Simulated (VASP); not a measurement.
Set up this calculation in VASP 6.6.1, as the native input.

| Property | Result |
| --- | --- |
| Task | single point |
| Functional | PBE |
| Potentials or basis | VASP PAW PBE potentials, release 64 (Pt) |
| Cutoff | 520 eV |
| k mesh | 33 × 33 × 33 |
| Occupations | fermi-dirac, width 0.0612256 eV |
| Spin | no spin polarisation |
| Dipole correction | no |
| Further INCAR settings | ALGO = Normal; EDIFF = 1e-06; NBANDS = 17 |

The structure of Pt lies in POSCAR:

```
Pt
1.0
    0.0000000000      2.9087438988      2.9087438988
    2.9087438988      0.0000000000      2.9087438988
    2.9087438988      2.9087438988      0.0000000000
Pt
2
Direct
    0.0000000000      0.0000000000      0.0000000000
    0.2500000000      0.2500000000      0.2500000000
```

This isn't the form of Pt at room conditions, which is fcc.

These files were run (other wordings do the same):

INCAR

```
ALGO = Normal
EDIFF = 1E-6
ENCUT = 520
GGA = PE
ISIF = 2
ISMEAR = -1
LASPH = T
LCHARG = F
LREAL = F
LWAVE = F
NBANDS = 17
NELM = 100
PREC = Accurate
SIGMA = 0.06122561905347299
```

KPOINTS

```
k-points
0
Gamma
  33 33 33
```

Potentials or basis: VASP PAW PBE potentials, release 64 (Pt).

The run is started by

```sh
$ cat potpaw_PBE.64/Pt/POTCAR > POTCAR
$ mpirun -np 1 vasp_std > vasp.out
```

Results of the run:

```
Pressure               : -2.6 GPa
Band gap on the k mesh : zero (bands 10 and 11 overlap by 0.59 eV)
```

Caveat: spin-orbit coupling is left out, which moves the levels of the heavy elements.

It took 5.3 min on 1 thread of AMD EPYC 9R45 96-Core Processor (Zen 5) (shared host), peak memory 0.7 GiB.
